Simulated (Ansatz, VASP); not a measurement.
**Pt in VASP and in Ansatz**

```
Pt
1.0
     0.09734    1.99544    1.99544
     1.99544    0.09734    1.99544
     1.99544    1.99544    0.09734
Pt
1
Direct
  0.00000 0.00000 0.00000
```

Change from the starting cell: equal engineering shear yz, xz and xy +0.0500, equal normal strain along x, y and z +0.0000.

Alike in both runs: task single point; functional LDA; k mesh 20 × 20 × 20; occupations gaussian, width 0.15 eV; no spin polarisation.

|  | VASP | Ansatz |
| --- | --- | --- |
| version | VASP 6.6.1 | Ansatz 0.2.0 |
| potentials or method | VASP PAW LDA potentials, release 64 (Pt), cutoff 520 eV | scalar-relativistic, plane waves, PAW |
| valence electrons in the cell | 10 | 18 |

|  | VASP | Ansatz | Ansatz less VASP |
| --- | --- | --- | --- |
| gap on the k mesh at the Fermi level (eV) | none | none | - |
| pressure (GPa) | 3.3 | 2.5 | -0.79 |
| traceless stress, the component that is largest in VASP (GPa) | -4.80 | -4.64 | +0.152 |

Ansatz warns that its potentials were made for another functional, while VASP's fit it. LDA's correlation is that of Perdew and Zunger in VASP and of Perdew and Wang (1992) in Ansatz. A gap of «none» marks a metal or a gap that the smearing closes. VASP's potentials hold 10 valence electrons a cell and Ansatz's 18, so a difference there can come from the potentials and not from the codes.

Spin-orbit coupling is off throughout.
